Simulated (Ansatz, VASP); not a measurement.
ZnSe in VASP and in Ansatz

Contents of INCAR:

```
SYSTEM = ZnSe
PREC = Accurate ; ENCUT = 520
EDIFF = 1E-7 ; ISMEAR = -1
SIGMA = 0.02 ; LREAL = .FALSE.
LASPH = .TRUE. ; NELM = 80
ALGO = Normal ; ISIF = 2
LWAVE = .FALSE. ; LCHARG = .FALSE.
GGA = CA ; NBANDS = 36
```

The input KPOINTS:

```
Automatic mesh
0
G
  7 5 1
  0 0 0
```

The input POSCAR:

```
ZnSe
1.0
    3.9370274877      0.0000000000      0.0000000000
    0.0000000000      5.5677976685      0.0000000000
    0.0000000000      0.0000000000     19.9370000000
Zn Se
3 3
Direct
    0.2500000000      0.0841758336      0.4226181302
    0.7500000000      0.6669689217      0.5000000234
    0.2500000000      0.0841759727      0.5773818662
    0.7500000000      0.8779382358      0.3937943372
    0.2500000000      0.4088026170      0.4999999714
    0.7500000000      0.8779384193      0.6062056716
```

Input for Ansatz:

```yaml
crystal:
  lattice:
    - [3.9370274877, 0.0, 0.0]
    - [0.0, 5.5677976685, 0.0]
    - [0.0, 0.0, 19.937]
  atoms:
    - { symbol: Zn, position: [0.25, 0.0841758336, 0.4226181302] }
    - { symbol: Se, position: [0.75, 0.8779382358, 0.3937943372] }
    - { symbol: Zn, position: [0.75, 0.6669689217, 0.5000000234] }
    - { symbol: Se, position: [0.25, 0.408802617, 0.4999999714] }
    - { symbol: Zn, position: [0.25, 0.0841759727, 0.5773818662] }
    - { symbol: Se, position: [0.75, 0.8779384193, 0.6062056716] }
kpoints:
  mp_grid: { grid: [7, 5, 1] }
scf:
  occupations: { method: fermi_dirac, width: 0.02 }
hamiltonian:
  xc: lda
  pseudopotentials: { kind: paw }
output:
  forces: true
  stress: true
  eigenvalues: true
  core_levels:
    shells: { Zn: ["2p"] }
    counted_from: conduction_bottom
    add_spin: false
```

Alike in both runs: task single point; functional LDA; k mesh 7 × 5 × 1; occupations fermi-dirac, width 0.02 eV; no spin polarisation.

|  | VASP | Ansatz |
| --- | --- | --- |
| version | VASP 6.6.1 | Ansatz 0.2.0 |
| potentials or method | VASP PAW LDA potentials, release 64 (Zn, Se) | PAW with Ansatz's default frozen-core files, scalar-relativistic |
| plane-wave cutoff (eV) | 520 | 420 |
| valence electrons in the cell | 54 | 84 |

Ansatz gave:

- gap on the k mesh at the Fermi level (eV): 1.90
- rms of the force components (eV/Å): 0.002

**Question.** Which values does VASP return?

**Answer.** gap on the k mesh at the Fermi level (eV): 1.92; rms of the force components (eV/Å): 0.018.

LDA's correlation is that of Perdew and Zunger in VASP and of Perdew and Wang (1992) in Ansatz. VASP's potentials hold 54 valence electrons a cell and Ansatz's 84, so a difference there can come from the potentials and not from the codes. Ansatz's warnings: structure snapped to symmetry.
